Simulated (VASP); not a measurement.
# Zn3N2: band structure with PBE

The system is Zn3N2.

```xyz
40
Lattice="-4.8509 4.8509 4.8509 4.8509 -4.8509 4.8509 4.8509 4.8509 -4.8509" Properties=species:S:1:pos:R:3 pbc="T T T"
Zn   -0.9815    1.4547    1.2356
Zn   -1.2356    3.8694    3.3962
Zn    5.8324    1.4547   -1.2356
Zn    0.9815    3.3962    1.2356
Zn    1.2356    0.9815    3.3962
Zn    1.4547    1.2356   -0.9815
Zn    3.3962   -1.2356    3.8694
Zn    1.4547   -1.2356    5.8324
Zn   -1.2356    5.8324    1.4547
Zn    3.8694    3.3962   -1.2356
Zn    1.2356   -0.9815    1.4547
Zn    3.3962    1.2356    0.9815
Zn    3.3962    6.0865   -0.9815
Zn    1.4547    6.0865    0.9815
Zn    3.3962    3.6153    5.8324
Zn    3.6153    3.8694    1.4547
Zn    3.8694    1.4547    3.6153
Zn   -0.9815    3.3962    6.0865
Zn    6.0865    0.9815    1.4547
Zn    5.8324    3.3962    3.6153
Zn    6.0865   -0.9815    3.3962
Zn    0.9815    1.4547    6.0865
Zn    3.6153    5.8324    3.3962
Zn    1.4547    3.6153    3.8694
N     0.0000    2.4254    4.6575
N     0.1933    0.0000    7.2763
N     7.2763    0.1933    0.0000
N     4.6575    0.0000    2.4254
N     2.4254    4.6575    0.0000
N     0.0000    7.2763    0.1933
N     4.8509    2.4254    0.1933
N     4.6575    4.8509   -2.4254
N    -2.4254    4.6575    4.8509
N     0.1933    4.8509    2.4254
N     2.4254    0.1933    4.8509
N     4.8509   -2.4254    4.6575
N     7.2763    2.4254    2.4254
N     2.4254    2.4254    7.2763
N     2.4254    7.2763    2.4254
N     2.4254    2.4254    2.4254
```

* Program: VASP 6.6.1
* Task: band structure
* Functional: PBE
* Potentials or basis: VASP PAW PBE potentials, release 64 (Zn, N)
* Cutoff: 520 eV
* k mesh: 4 × 4 × 4
* Occupations: gaussian, width 0.03 eV
* Spin: no spin polarisation
* Further INCAR settings: ALGO = Normal; EDIFF = 1e-07; NBANDS = 210

The pressure is 6.9 GPa, the largest force is 0.033 eV/Å and the band gap along the path is zero within the smearing.

Forces on the atoms (eV/Å):
```
Zn   0.018  0.028 -0.003
Zn   0.003  0.018 -0.028
Zn  -0.018  0.028  0.003
Zn  -0.018 -0.028 -0.003
Zn  -0.003 -0.018 -0.028
Zn   0.028 -0.003  0.018
Zn  -0.028  0.003  0.018
Zn   0.028  0.003 -0.018
Zn   0.003 -0.018  0.028
Zn   0.018 -0.028  0.003
Zn  -0.003  0.018  0.028
Zn  -0.028 -0.003 -0.018
Zn  -0.028 -0.003  0.018
Zn   0.028 -0.003 -0.018
Zn  -0.028  0.003 -0.018
Zn   0.003  0.018  0.028
Zn   0.018  0.028  0.003
Zn   0.018 -0.028 -0.003
Zn  -0.003 -0.018  0.028
Zn  -0.018 -0.028  0.003
Zn  -0.003  0.018 -0.028
Zn  -0.018  0.028 -0.003
Zn   0.003 -0.018 -0.028
Zn   0.028  0.003  0.018
N    0.000  0.000 -0.033
N    0.033  0.000  0.000
N    0.000  0.033  0.000
N   -0.033  0.000  0.000
N    0.000 -0.033  0.000
N    0.000  0.000  0.033
N    0.000  0.000  0.033
N   -0.033  0.000  0.000
N    0.000 -0.033  0.000
N    0.033  0.000  0.000
N    0.000  0.033  0.000
N    0.000  0.000 -0.033
N    0.000  0.000  0.000
N    0.000  0.000  0.000
N    0.000  0.000  0.000
N    0.000  0.000  0.000
```

Levels at the corners of the path, in eV from the Fermi level:
```
point  band 182  band 183  band 184  band 185  band 186  band 187
    Γ     -0.16     -0.01     -0.01     -0.01      2.15      2.15
    H     -0.73     -0.63     -0.63      2.59      2.59      2.59
    H     -0.73     -0.63     -0.63      2.59      2.59      2.59
    N     -0.75     -0.19     -0.19      2.08      2.08      3.17
    N     -0.75     -0.19     -0.19      2.08      2.08      3.17
    Γ     -0.16     -0.01     -0.01     -0.01      2.15      2.15
    Γ     -0.16     -0.01     -0.01     -0.01      2.15      2.15
    P     -0.40     -0.40     -0.40      2.22      2.22      2.22
    P     -0.40     -0.40     -0.40      2.22      2.22      2.22
    H     -0.73     -0.63     -0.63      2.59      2.59      2.59
    P     -0.40     -0.40     -0.40      2.22      2.22      2.22
    N     -0.75     -0.19     -0.19      2.08      2.08      3.17
```

Run time: 28 min on 8 MPI ranks on Intel(R) Xeon(R) 6975P-C (Granite Rapids), on a shared host, peak memory 1.1 GiB a rank.

Caveat: the cell stands under pressure.
